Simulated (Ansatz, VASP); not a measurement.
CuO: VASP and Ansatz over several settings

```xyz
4
Lattice="2.3727 -1.7338 0.0000 2.3727 1.7338 0.0000 -0.8612 0.0000 5.1244" Properties=species:S:1:pos:R:3 pbc="T T T"
Cu    0.7557   -0.8669    2.5622
Cu    1.1863    0.8669    0.0000
O     1.7268    0.2830    3.8433
O     2.1574   -0.2830    1.2811
```

Single points on this cell with VASP 6.6.1 and Ansatz 0.2.0. Each row is one pair of runs. Alike in all rows: spin: off; k mesh: 10 × 10 × 5; smearing: fermi-dirac, width 0.05 eV; Ansatz's potentials, cutoff: Ansatz PAW, 420 eV.

```csv
level,"VASP's potentials, cutoff","gap on the k mesh at the Fermi level (eV), VASP","gap on the k mesh at the Fermi level (eV), Ansatz","pressure (GPa), VASP","pressure (GPa), Ansatz","rms of the force components (eV/Å), VASP","rms of the force components (eV/Å), Ansatz"
BLYP+D3(BJ),"VASP PAW PBE potentials, release 64 (Cu, O), 520 eV",none,none,-3.0,-3.7,0.123,0.141
revPBE+D3(BJ),"VASP PAW PBE potentials, release 64 (Cu, O), 520 eV",none,none,-4.7,-5.3,0.118,0.135
RPBE+D3(BJ),"VASP PAW PBE potentials, release 64 (Cu_sv_GW, O), 820 eV",none,none,-18.1,-17.3,0.102,0.103
PBE,"VASP PAW PBE potentials, release 64 (Cu_sv_GW, O), 820 eV",?,none,?,-1.0,?,0.154
```

Task: Fill in what VASP gave in row 4.

Result: gap on the k mesh at the Fermi level (eV): none; pressure (GPa): -1.9; rms of the force components (eV/Å): 0.151.

VASP's potentials hold 34 valence electrons a cell and Ansatz's 50 in some rows, so a difference there can come from the potentials and not from the codes.

A gap of «none» marks a metal or a gap that the smearing closes.
